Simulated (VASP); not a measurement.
A run of VASP 6.6.1:

INCAR

```
SYSTEM = NaH
PREC     = Accurate       ! precision mode
ENCUT    = 500            ! plane-wave cutoff, eV
EDIFF    = 1E-6           ! SCF threshold, eV
ISMEAR   = 0              ! smearing method
SIGMA    = 0.02           ! smearing width, eV
LREAL    = .FALSE.        ! projectors in reciprocal space
LASPH    = .TRUE.         ! aspherical terms in the spheres
NELM     = 120            ! most SCF steps
ALGO     = Normal         ! electronic algorithm
ISIF     = 2              ! what is computed and relaxed
LWAVE    = .FALSE.        ! write WAVECAR
LCHARG   = .FALSE.        ! write CHGCAR
GGA      = PE             ! functional
NBANDS   = 11             ! bands
GGA_COMPAT= .FALSE.
```

Contents of KPOINTS:

```
regular mesh
0
G
  8 8 8
  0 0 0
```

POSCAR

```
NaH
1.0
    0.0000000000      2.3143534187      2.3143534187
    2.3143534187      0.0000000000      2.3143534187
    2.3143534187      2.3143534187      0.0000000000
Na H
1 1
Direct
    0.0000000000      0.0000000000      0.0000000000
    0.5000000000      0.5000000000      0.5000000000
```

Potentials or basis: VASP PAW PBE potentials, release 64 (Na_pv, H).

Launch:

```sh
$ cat potpaw_PBE.64/Na_pv/POTCAR potpaw_PBE.64/H/POTCAR > POTCAR
$ mpirun -np 1 vasp_std > vasp.out
```

Hardware: 1 thread of Intel Xeon 8259CL, on a shared host.

**Question.** How long does it take, and how much memory?

**Answer.** Run time: 6.1 s on 1 thread of Intel Xeon 8259CL, on a shared host, peak memory 0.13 GiB. Counts: scf iterations 12, k points 29.
